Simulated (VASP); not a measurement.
Write the native input for VASP 6.6.1 that does the following.

* Task: single point
* Functional: PBE
* Potentials or basis: VASP PAW PBE potentials, release 64 (Si, C, H)
* Cutoff: 520 eV
* k mesh: 9 × 5 × 1
* Occupations: gaussian, width 0.05 eV
* Spin: collinear spin, ferromagnetic start
* Starting moments: [0.0, 0.0, 0.0, 0.0, 0.0, 0.0, 0.0, 0.0, 1.0] μB
* Dipole correction: yes
* Further INCAR settings: ALGO = Normal; EDIFF = 1e-06; NBANDS = 30

The structure of Si4HC4 lies in POSCAR:

```
Si4HC4
1.0
    3.0920147307      0.0000000000      0.0000000000
    0.0000000000      5.0738209340      0.0000000000
    0.0000000000      0.0000000000     18.9686857191
Si C H
4 4 1
Direct
    0.0000000000      0.9954360513      0.2108738612
    0.5000000000      0.4954360513      0.2579297186
    0.5000000000      0.9936728499      0.3565277206
    0.0000000000      0.4650509319      0.3853429995
    0.0000000000      0.6195639487      0.2108738612
    0.5000000000      0.1195639487      0.2579297186
    0.5000000000      0.6250367811      0.3569005390
    0.0000000000      0.1238202602      0.3937376490
    0.0000000000      0.1238202602      0.4523498350
```

The input as run:

INCAR

```
PREC = Accurate
ENCUT = 520
EDIFF = 1E-6
ISMEAR = 0
SIGMA = 0.05
LREAL = F
LASPH = T
NELM = 150
ALGO = Normal
ISIF = 2
LWAVE = F
LCHARG = T
ISPIN = 2
MAGMOM = 0 0 0 0 0 0 0 0 1
LORBIT = 11
LDIPOL = T
IDIPOL = 3
DIPOL = 0.5 0.5 0.320
GGA = PE
LELF = T
LVHAR = T
LVACPOTAV = T
NBANDS = 30
```

KPOINTS

```
Automatic mesh
0
Gamma
  9 5 1
```

Potentials or basis: VASP PAW PBE potentials, release 64 (Si, C, H).

Run with:

```sh
$ cat potpaw_PBE.64/Si/POTCAR potpaw_PBE.64/C/POTCAR potpaw_PBE.64/H/POTCAR > POTCAR
$ mpirun -np 1 vasp_std > vasp.out
```

Results of the run:

```json
{
 "Largest force": "3.561 eV/Å",
 "Net moment": "0.26 μB per cell",
 "Site moments": "Si -0.04, +0.00, +0.10; C +0.00, -0.00, +0.01; H +0.01 μB",
 "Valence electrons inside the program's atomic spheres": "Si 1.62, 1.63, 1.69, 1.77; C 2.38, 2.48, 2.54, 2.68; H 0.65"
}
```

It took 15 min on 1 thread of Oxide Virtual Turin-like Processor (shared host), peak memory 0.54 GiB.
